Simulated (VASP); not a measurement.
# Ni: relaxation of cell and atoms with PBE

Ni:

```
Ni
1.0
    -1.40099    1.40099    1.40099
     1.40099   -1.40099    1.40099
     1.40099    1.40099   -1.40099
Ni
1
Direct
  0.00000 0.00000 0.00000
```

This isn't the form of Ni at room conditions, which is fcc.

```
Program                : VASP 6.6.1
Task                   : relaxation of cell and atoms
Functional             : PBE
Potentials or basis    : VASP PAW PBE potentials, release 64 (Ni)
Cutoff                 : 600 eV
k mesh                 : 28 × 28 × 28
Occupations            : gaussian, width 0.1 eV
Spin                   : collinear spin, ferromagnetic start
Starting moments       : [0.66] μB
Dipole correction      : no
Further INCAR settings : ALGO = Normal; EDIFF = 1e-06; IBRION = 2; EDIFFG = -0.01; NSW = 100; ISIF = 3
```

```yaml
Relaxed_volume: 10.98 Å³/atom
Relaxed_cell: a = 2.425 Å, b = 2.425 Å, c = 2.425 Å, α = 109.47°, β = 109.47°, γ = 109.47°
Space_group_after_relaxing_to_0.1_Å: Im-3m (No. 229)
Energy_gained_by_relaxing: 0.0 meV/atom
Ionic_steps: 3
Pressure_after_relaxing: 0.0 GPa
Net_moment: 0.56 μB per cell
Site_moments: Ni +0.57 μB
Valence_electrons_inside_the_program's_atomic_spheres: Ni 9.30
```

Final structure:
```
CELL_PARAMETERS angstrom
-1.39999 1.39999 1.39999
1.39999 -1.39999 1.39999
1.39999 1.39999 -1.39999
ATOMIC_POSITIONS crystal
Ni 0.00000 0.00000 0.00000
```

Levels at points of the mesh, in eV from the Fermi level:
Spin up:
```csv
k point,band 3,band 4,band 5,band 6,band 7,band 8
"(0.00, 0.00, 0.00)",-2.27,-2.27,-0.86,-0.86,26.37,26.37
"(0.50, 0.00, 0.00)",-0.94,-0.71,-0.06,0.30,6.42,19.04
"(0.50, 0.50, 0.50)",-0.28,-0.28,-0.28,9.74,9.74,9.74
```
Spin down:
| k point | band 2 | band 3 | band 4 | band 5 | band 6 | band 7 | band 8 | band 9 |
| --- | --- | --- | --- | --- | --- | --- | --- | --- |
| (0.00, 0.00, 0.00) | -1.58 | -1.58 | -1.58 | -0.38 | -0.38 | 26.27 | 26.27 | 26.27 |
| (0.50, 0.00, 0.00) | -2.54 | -0.39 | -0.22 | 0.26 | 0.72 | 6.77 | 18.97 | 20.02 |
| (0.50, 0.50, 0.50) | -3.79 | 0.50 | 0.50 | 0.50 | 9.77 | 9.77 | 9.77 | 15.69 |

Wall time 100 s on 1 thread of Intel(R) Xeon(R) 6975P-C (Granite Rapids), with other jobs on the host, peak memory 0.26 GiB.
